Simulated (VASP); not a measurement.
# AlN (P6_3/mmc) in VASP: notebook

AlN is run at these levels: PBEsol; tasks: single point.

Everything below comes from runs of VASP 6.6.1. Logs are shortened: lines on timing, memory, paths and dates and some standing lists are left out, and cuts for length are marked.

## 1. The cell of the first run

It takes space group P6_3/mmc (No. 194, hexagonal). The conventional cell has a = 3.232 Å, b = 3.232 Å, c = 3.801 Å, α = 90.00°, β = 90.00°, γ = 120.00°. Al (site symmetry -6m2) has 5 N at 1.87 to 1.90 Å within 2.5 Å. N (site symmetry -6m2) has 5 Al at 1.87 to 1.90 Å within 2.5 Å.

## 2. Single point, PBEsol (volume 8.597 Å^3 an atom, c/a of the conventional cell 1.1761)

INCAR reads:

```
SYSTEM = AlN
ALGO = Normal
EDIFF = 1E-6
ENCUT = 520
GGA = PS
ISIF = 2
ISMEAR = 0
LASPH = .TRUE.
LCHARG = .FALSE.
LREAL = .FALSE.
LWAVE = .FALSE.
NBANDS = 16
NELM = 80
PREC = Accurate
SIGMA = 0.05
```

KPOINTS reads:

```
k-points
0
G
  9 9 6
  0 0 0
```

POSCAR reads:

```
AlN
1.0
    3.2320446026      0.0000000000      0.0000000000
   -1.6160223013      2.7990327320      0.0000000000
    0.0000000000      0.0000000000      3.8012076572
Al N
2 2
Direct
    0.3333333333      0.6666666667      0.7500000000
    0.6666666667      0.3333333333      0.2500000000
    0.3333333333      0.6666666667      0.2500000000
    0.6666666667      0.3333333333      0.7500000000
```

Potentials or basis: VASP PAW PBE potentials, release 64 (Al, N).

Command:

```sh
$ cat potpaw_PBE.64/Al/POTCAR potpaw_PBE.64/N/POTCAR > POTCAR
$ mpirun -np 1 vasp_std > vasp.out
```

OUTCAR:

```text
SYSTEM = AlN
   EDIFF = 1E-6
   ENCUT = 520
   GGA = PS
   ISIF = 2
   ISMEAR = 0
   LASPH = .TRUE.
   LREAL = .FALSE.
   NELM = 80
   PREC = Accurate

 ion  position               nearest neighbor table
   1  0.333  0.667  0.750-   4 1.87   4 1.87   4 1.87   3 1.90   3 1.90   2 2.66   2 2.66   2 2.66
                             2 2.66   2 2.66   2 2.66
   2  0.667  0.333  0.250-   3 1.87   3 1.87   3 1.87   4 1.90   4 1.90   1 2.66   1 2.66   1 2.66
                             1 2.66   1 2.66   1 2.66
   3  0.333  0.667  0.250-   2 1.87   2 1.87   2 1.87   1 1.90   1 1.90
   4  0.667  0.333  0.750-   1 1.87   1 1.87   1 1.87   2 1.90   2 1.90

  LATTYP: Found a hexagonal cell.
 ALAT       =     3.2320446026
 C/A-ratio  =     1.1761000000

  Lattice vectors:

 A1 = (   3.2320446026,   0.0000000000,   0.0000000000)
 A2 = (  -1.6160223013,   2.7990327320,   0.0000000000)
 A3 = (   0.0000000000,   0.0000000000,   3.8012076572)

Analysis of symmetry for initial positions (statically):
=====================================================================
 Subroutine PRICEL returns:
 Original cell was already a primitive cell.

 Routine SETGRP: Setting up the symmetry group for a
 hexagonal supercell.

 Subroutine GETGRP returns: Found 24 space group operations
 (whereof 12 operations were pure point group operations)
 out of a pool of 24 trial point group operations.

The static configuration has the point symmetry D_3d.
 The point group associated with its full space group is D_6h.

Analysis of symmetry for dynamics (positions and initial velocities):
=====================================================================
 Subroutine PRICEL returns:
 Original cell was already a primitive cell.

 Routine SETGRP: Setting up the symmetry group for a
 hexagonal supercell.

 Subroutine GETGRP returns: Found 24 space group operations
 (whereof 12 operations were pure point group operations)
 out of a pool of 24 trial point group operations.

The dynamic configuration has the point symmetry D_3d.
 The point group associated with its full space group is D_6h.

 Subroutine INISYM returns: Found 24 space group operations
 (whereof 12 operations are pure point group operations),
 and found     1 'primitive' translations

----------------------------------------------------------------------------------------

                                     Primitive cell

  volume of cell :      34.3880

  direct lattice vectors                    reciprocal lattice vectors
     3.232044603  0.000000000  0.000000000     0.309401671  0.178633138  0.000000000
    -1.616022301  2.799032732  0.000000000     0.000000000  0.357266276  0.000000000
     0.000000000  0.000000000  3.801207657     0.000000000  0.000000000  0.263074289

  length of vectors
     3.232044603  3.232044603  3.801207657     0.357266276  0.357266276  0.263074289

  position of ions in fractional coordinates (direct lattice)
     0.333333333  0.666666667  0.750000000
     0.666666667  0.333333333  0.250000000
     0.333333333  0.666666667  0.250000000
     0.666666667  0.333333333  0.750000000

  ion indices of the primitive-cell ions
   primitive index   ion index
                 1           1
                 2           2
                 3           3
                 4           4

----------------------------------------------------------------------------------------

 KPOINTS: k-points

Automatic generation of k-mesh.
 Grid dimensions read from file:
 generate k-points for:    9    9    6

 Generating k-lattice:

  Cartesian coordinates                     Fractional coordinates (reciprocal lattice)
     0.034377963  0.019848126  0.000000000     0.111111111 -0.000000000  0.000000000
     0.000000000  0.039696253  0.000000000     0.000000000  0.111111111  0.000000000
     0.000000000  0.000000000  0.043845715     0.000000000  0.000000000  0.166666667

  Length of vectors
     0.039696253  0.039696253  0.043845715

  Shift w.r.t. Gamma in fractional coordinates (k-lattice)
     0.000000000  0.000000000  0.000000000

 Subroutine IBZKPT returns following result:
 ===========================================

 Found     48 irreducible k-points:

 Following reciprocal coordinates:
            Coordinates               Weight
  0.000000  0.000000  0.000000      1.000000
  0.111111 -0.000000  0.000000      6.000000
  0.222222  0.000000  0.000000      6.000000
  0.333333  0.000000  0.000000      6.000000
  0.444444  0.000000  0.000000      6.000000
  0.111111  0.111111  0.000000      6.000000
[... 16 lines left out ...]
  0.333333  0.222222  0.166667     24.000000
  0.333333  0.333333  0.166667      4.000000
 [... further k-points ...]
   k-points           NKPTS =     48   k-points in BZ     NKDIM =     48   number of bands    NBANDS=     16
   number of dos      NEDOS =    301   number of ions     NIONS =      4
   total plane-waves  NPLWV =  16128
   dimension x,y,z NGX =    24 NGY =   24 NGZ =   28
   dimension x,y,z NGXF=    48 NGYF=   48 NGZF=   56
   ions per type =               2   2
   NGX,Y,Z   is equivalent  to a cutoff of  12.34, 12.34, 12.25 a.u.
   NGXF,Y,Z  is equivalent  to a cutoff of  24.69, 24.69, 24.49 a.u.
 SYSTEM =  AlN
   PREC   = accura    normal or accurate (medium, high low for compatibility)
   ISTART =      0    job   : 0-new  1-cont  2-samecut
   ICHARG =      2    charge: 1-file 2-atom 10-const
   ISPIN  =      1    spin polarized calculation?
   LNONCOLLINEAR =      F non collinear calculations
   LSORBIT =      F    spin-orbit coupling
   LASPH  =      T    aspherical Exc in radial PAW
   ENCUT  =  520.0 eV  38.22 Ry    6.18 a.u.   6.01  6.01  7.07*2*pi/ulx,y,z
   NELM   =     80;   NELMIN=  2; NELMDL= -5     # of ELM steps
   EDIFF  = 0.1E-05   stopping-criterion for ELM
   LREAL  =      F    real-space projection
   EDIFFG = 0.1E-04   stopping-criterion for IOM
   NSW    =      0    number of steps for IOM
   IBRION =     -1    ionic relax: 0-MD 1-quasi-New 2-CG
   NFREE  =      0    steps in history (QN), initial steepest desc. (CG)
   ISIF   =      2    stress and relaxation
   ISYM   =      2    0-nonsym 1-usesym 2-fastsym
   POTIM  = 0.5000    time-step for ionic-motion
   TEBEG  =    0.0;   TEEND  =   0.0 temperature during run
   PSTRESS=    0.0 pullay stress
   NELECT =      16.0000    total number of electrons
   NUPDOWN=      -1.0000    fix difference up-down
   EMIN   =  10.00;   EMAX   =-10.00  energy-range for DOS
   EFERMI =   0.00;   METHOD = LEGACY
   ISMEAR =     0;   SIGMA  =   0.05  broadening in eV -4-tet -1-fermi 0-gaus
   EFERMI_NEDOS =   21; number of points for ismear=-14 and -15
   IALGO  =     38    algorithm
   IMIX   =      4    mixing-type and parameters
     AMIX     =   0.40;   BMIX     =  1.00
     AMIX_MAG =   1.60;   BMIX_MAG =  1.00
  volume/ion in A,a.u.               =       8.60        58.02
  Fermi-wavevector in a.u.,A,eV,Ry     =   1.268564  2.397239 21.895252  1.609256
  Thomas-Fermi vector in A             =   2.401652
   LORBIT       =      0    0 simple, 1 ext, 2 COOP (PROOUT), +10 PAW based schemes
   GGA     = PS    functional components
   LHFCALC =     F    Hartree Fock is set to
   AEXX    =    0.0000 exact exchange contribution
   IVDW    =     0    specifies the selected vdW correction
   LEPSILON=     F    determine dielectric tensor
   LRPA    =     F    only Hartree local field effects (RPA)
 non-spin polarized calculation
 Gauss-broadening in eV      SIGMA  =   0.05
  energy-cutoff  :      520.00
  volume of cell :       34.39
 maximum number of plane-waves:       951
   NGX = 13   NGY = 13   NGZ = 15

 number of electron      16.0000005 magnetization

 Free energy of the ion-electron system (eV)
  ---------------------------------------------------
  ext. energy  EPLUGINS =         0.00000000
  ---------------------------------------------------
  free energy    TOTEN  =       -30.39634180 eV

  energy without entropy =      -30.39634180  energy(sigma->0) =      -30.39634180

 E-fermi :   9.5715     XC(G=0): -11.9988

 val. band max:        9.2669274965   @ k =   0.0000   0.0000   0.0000
 cond. band min:      13.5750031407   @ k =   0.0000   0.0000   0.0000
 fundamental gap:      4.3080756441
 Fermi energy:         9.5715475702

 k-point     1 :       0.0000    0.0000    0.0000
  band No.  band energies     occupation
      1      -8.4434      2.00000
      2      -3.6094      2.00000
      3       1.9375      2.00000
      4       5.5642      2.00000
      5       5.5642      2.00000
      6       7.7679      2.00000
[... 8 lines left out ...]
     15      22.0808      0.00000
     16      22.0808      0.00000

 k-point     2 :       0.1111   -0.0000    0.0000
  band No.  band energies     occupation
      1      -8.2872      2.00000
      2      -3.6463      2.00000
      3       2.0920      2.00000
      4       5.1094      2.00000
      5       5.3344      2.00000
      6       7.3292      2.00000
[... 8 lines left out ...]
     15      21.7221      0.00000
     16      22.4489      0.00000

 k-point     3 :       0.2222    0.0000    0.0000
  band No.  band energies     occupation
      1      -7.8366      2.00000
      2      -3.8071      2.00000
      3       2.5425      2.00000
      4       4.1016      2.00000
      5       4.8750      2.00000
      6       6.5497      2.00000
[... 8 lines left out ...]
     15      21.0766      0.00000
     16      23.3367      0.00000

 k-point     4 :       0.3333    0.0000    0.0000
  band No.  band energies     occupation
      1      -7.1577      2.00000
      2      -4.1932      2.00000
      3       3.1771      2.00000
      4       3.2360      2.00000
      5       4.4665      2.00000
      6       5.9132      2.00000
[... 8 lines left out ...]
     15      21.2435      0.00000
     16      24.3565      0.00000
[... 324 lines left out ...]
 k-point    22 :       0.2222    0.2222    0.1667
  band No.  band energies     occupation
      1      -6.6042      2.00000
      2      -4.5072      2.00000
      3       2.5609      2.00000
      4       2.8152      2.00000
      5       4.9184      2.00000
      6       5.5996      2.00000
[... 8 lines left out ...]
     15      22.4769      0.00000
     16      24.4510      0.00000

 k-point    23 :       0.3333    0.2222    0.1667
  band No.  band energies     occupation
      1      -5.9499      2.00000
      2      -4.9230      2.00000
      3       2.1447      2.00000
      4       3.0838      2.00000
      5       4.0857      2.00000
      6       6.1193      2.00000
[... 8 lines left out ...]
     15      22.4885      0.00000
     16      24.2080      0.00000

 k-point    24 :       0.3333    0.3333    0.1667
  band No.  band energies     occupation
      1      -5.3872      2.00000
      2      -5.3872      2.00000
      3       1.9979      2.00000
      4       3.4849      2.00000
      5       3.4849      2.00000
      6       6.6126      2.00000
[... 8 lines left out ...]
     15      21.6570      0.00000
     16      24.4329      0.00000

 [... further k-points ...]

------------------------ aborting loop because EDIFF is reached ----------------------------------------

  FORCE on cell =-STRESS in cart. coord.  units (eV):
  Direction    XX          YY          ZZ          XY          YZ          ZX
  --------------------------------------------------------------------------------------
  -------------------------------------------------------------------------------------
  Total        6.0101758      6.0101758     11.0168965      0.0000000      0.0000000      0.0000000
  in kB      280.0211511    280.0211511    513.2901536      0.0000000      0.0000000      0.0000000
  external PRESSURE =     357.7774853 kB  Pullay stress =       0.0000000 kB

 VOLUME and BASIS-vectors are now :
 -----------------------------------------------------------------------------
  energy-cutoff  :      520.00
  volume of cell :       34.39
      direct lattice vectors                 reciprocal lattice vectors
     3.232044603  0.000000000  0.000000000     0.309401671  0.178633138  0.000000000
    -1.616022301  2.799032732  0.000000000     0.000000000  0.357266276  0.000000000
     0.000000000  0.000000000  3.801207657     0.000000000  0.000000000  0.263074289

 POSITION                                       TOTAL-FORCE (eV/Angst)
 -----------------------------------------------------------------------------------
     -0.00000      1.86602      2.85091        -0.000000     -0.000000      0.000000
      1.61602      0.93301      0.95030         0.000000      0.000000      0.000000
     -0.00000      1.86602      0.95030         0.000000      0.000000      0.000000
      1.61602      0.93301      2.85091         0.000000     -0.000000      0.000000
 -----------------------------------------------------------------------------------
    total drift:                               -0.000000      0.000000     -0.000000

  FREE ENERGIE OF THE ION-ELECTRON SYSTEM (eV)
  ---------------------------------------------------
  free  energy   TOTEN  =       -30.3963418004 eV

  energy  without entropy=      -30.3963418004  energy(sigma->0) =      -30.39634180
```

Run time: 15 s. Hardware: 1 thread of Intel Xeon 6975P-C, shared host; peak memory 0.15 GiB.

Results:

```
Free energy            : -30.3963 eV
Pressure               : 35.8 GPa
Band gap on the k mesh : 4.31 eV, direct
```

Caveat: the PAW data sets were made with another functional, which shifts forces and pressure a little.

## 3. Single point, PBEsol (volume 8.597 Å^3 an atom, c/a of the conventional cell 1.2949)

INCAR reads:

```
ALGO = Normal ; EDIFF = 1E-7
ENCUT = 520 ; GGA = PS
ISIF = 2 ; ISMEAR = 0
LASPH = T ; LCHARG = F
LREAL = F ; LWAVE = F
NBANDS = 16 ; NELM = 100
PREC = Accurate ; SIGMA = 0.05
```

KPOINTS reads:

```
k-points
0
Gamma
  9 9 6
```

POSCAR reads:

```
AlN
1.0
    3.1300169196      0.0000000000      0.0000000000
   -1.5650084598      2.7106741666      0.0000000000
    0.0000000000      0.0000000000      4.0530589091
Al N
2 2
Direct
    0.3333333333      0.6666666667      0.7500000000
    0.6666666667      0.3333333333      0.2500000000
    0.3333333333      0.6666666667      0.2500000000
    0.6666666667      0.3333333333      0.7500000000
```

Potentials or basis: VASP PAW PBE potentials, release 64 (Al, N).

Command:

```sh
$ cat potpaw_PBE.64/Al/POTCAR potpaw_PBE.64/N/POTCAR > POTCAR
$ mpirun -np 1 vasp_std > vasp.out
```

Wall time 17 s (1 thread of Intel Xeon 6975P-C, shared host); peak memory 0.15 GiB.

Results (log left out):

```yaml
Free_energy: -30.4176 eV
Pressure: 37.1 GPa
Band_gap_on_the_k_mesh: 4.22 eV, indirect (least direct gap 4.24 eV)
```

Stress tensor (GPa, compression positive):
```
43.39  0.00  0.00
 0.00 43.39  0.00
 0.00  0.00 24.62
```

Levels at points of the mesh, in eV from the valence-band top:
```
           k point  band 4  band 5  band 6  band 7  band 8  band 9  band 10  band 11  band 12  band 13
(0.00, 0.00, 0.00)   -3.72   -3.72   -2.05   -2.05    0.00    4.24     5.60     9.03     9.03    12.31
(0.00, 0.00, 0.50)   -4.10   -2.93   -2.93   -2.93   -2.93    6.46     6.46     9.14     9.14     9.14
```

Caveat: the PAW data sets were made with another functional, which shifts forces and pressure a little. A k mesh can miss the band edges.

## 4. Single point, PBEsol (volume 8.597 Å^3 an atom, c/a of the conventional cell 1.2540)

INCAR reads:

```
PREC = Accurate
ENCUT = 520
EDIFF = 1E-7
ISMEAR = 0
SIGMA = 0.05
LREAL = False
LASPH = True
NELM = 80
ALGO = Normal
ISIF = 2
LWAVE = False
LCHARG = False
GGA = PS
NBANDS = 16
```

KPOINTS reads:

```
Automatic mesh
0
Gamma
  9 9 6
```

POSCAR reads:

```
AlN
1.0
    3.1636834458      0.0000000000      0.0000000000
   -1.5818417229      2.7398302336      0.0000000000
    0.0000000000      0.0000000000      3.9672561522
Al N
2 2
Direct
    0.3333333333      0.6666666667      0.7500000000
    0.6666666667      0.3333333333      0.2500000000
    0.3333333333      0.6666666667      0.2500000000
    0.6666666667      0.3333333333      0.7500000000
```

Command:

```sh
$ cat potpaw_PBE.64/Al/POTCAR potpaw_PBE.64/N/POTCAR > POTCAR
$ mpirun -np 1 vasp_std > vasp.out
```

Wall time 16 s (1 thread of Intel Xeon 6975P-C, shared host); peak memory 0.15 GiB.

The run converged. Its results:

```yaml
Free_energy: -30.4739 eV
Pressure: 35.6 GPa
Band_gap_on_the_k_mesh: 4.22 eV, indirect (least direct gap 4.26 eV)
```

Stress tensor (GPa, compression positive):
```
37.45  0.00  0.00
 0.00 37.45  0.00
 0.00  0.00 31.78
```

Levels at points of the mesh, in eV from the valence-band top:
| k point | band 6 | band 7 | band 8 | band 9 | band 10 | band 11 |
| --- | --- | --- | --- | --- | --- | --- |
| (0.00, 0.00, 0.00) | -1.88 | -1.88 | 0.00 | 4.26 | 5.55 | 8.93 |
| (0.00, 0.00, 0.50) | -2.85 | -2.85 | -2.85 | 6.48 | 6.48 | 8.98 |

Caveat: the PAW data sets were made with another functional, which shifts forces and pressure a little. A k mesh can miss the band edges.

## 5. Single point, PBEsol (volume 8.832 Å^3 an atom, c/a of the conventional cell 1.3587)

INCAR reads:

```
SYSTEM = AlN
PREC     = Accurate       ! precision mode
ENCUT    = 520            ! plane-wave cutoff, eV
EDIFF    = 1E-6           ! SCF threshold, eV
ISMEAR   = 0              ! smearing method
SIGMA    = 0.05           ! smearing width, eV
LREAL    = .False.        ! projectors in reciprocal space
LASPH    = .True.         ! aspherical terms in the spheres
NELM     = 100            ! most SCF steps
ALGO     = Normal         ! electronic algorithm
ISIF     = 2              ! what is computed and relaxed
LWAVE    = .False.        ! write WAVECAR
LCHARG   = .True.         ! write CHGCAR
GGA      = PS             ! functional
LELF     = .True.         ! ELF
LVHAR    = .True.       
NBANDS   = 16             ! bands
```

KPOINTS reads:

```
regular mesh
0
Gamma
  9 9 6
  0 0 0
```

POSCAR reads:

```
AlN
1.0
    3.1080520378      0.0000000000      0.0000000000
   -1.5540260189      2.6916520210      0.0000000000
    0.0000000000      0.0000000000      4.2229103038
Al N
2 2
Direct
    0.3333333333      0.6666666667      0.7500000000
    0.6666666667      0.3333333333      0.2500000000
    0.3333333333      0.6666666667      0.2500000000
    0.6666666667      0.3333333333      0.7500000000
```

Command:

```sh
$ cat potpaw_PBE.64/Al/POTCAR potpaw_PBE.64/N/POTCAR > POTCAR
$ mpirun -np 1 vasp_std > vasp.out
```

Wall time 16 s (1 thread of Intel Xeon 6975P-C, shared host); peak memory 0.15 GiB.

The run converged. Its results:

| Item | Value |
| --- | --- |
| Free energy | -30.4395 eV |
| Pressure | 32.1 GPa |
| Band gap on the k mesh | 3.99 eV, direct |

Stress tensor (GPa, compression positive):
```
42.79  0.00  0.00
 0.00 42.79  0.00
 0.00  0.00 10.64
```

Levels at points of the mesh, in eV from the valence-band top:
```tsv
k point	band 5	band 6	band 7	band 8	band 9	band 10	band 11	band 12
(0.00, 0.00, 0.00)	-3.59	-2.19	-2.19	0.00	3.99	5.55	9.11	9.11
(0.00, 0.00, 0.50)	-2.92	-2.92	-2.92	-2.92	6.30	6.30	9.30	9.30
```

Caveat: the PAW data sets were made with another functional, which shifts forces and pressure a little.

## 6. Overview

| cell | gap on the mesh (eV) | pressure (GPa) |
| --- | --- | --- |
| a = 3.232, b = 3.232, c = 3.801 Å, angles 90.0, 90.0, 120.0°, 4 atoms | 4.31 | 35.8 |
| a = 3.130, b = 3.130, c = 4.053 Å, angles 90.0, 90.0, 120.0°, 4 atoms | 4.22 | 37.1 |
| a = 3.164, b = 3.164, c = 3.967 Å, angles 90.0, 90.0, 120.0°, 4 atoms | 4.22 | 35.6 |
| a = 3.108, b = 3.108, c = 4.223 Å, angles 90.0, 90.0, 120.0°, 4 atoms | 3.99 | 32.1 |

Alike in all rows: task single point; level PBEsol; potentials or basis VASP PAW PBE potentials, release 64 (Al, N); no spin polarisation; k mesh 9 × 9 × 6; cutoff (eV) 520; smearing gaussian 0.05 eV.

Caveats: the PAW data sets were made with another functional, which shifts forces and pressure a little.

Total energies depend on the potentials used, so only differences within one code and one set of settings carry meaning.
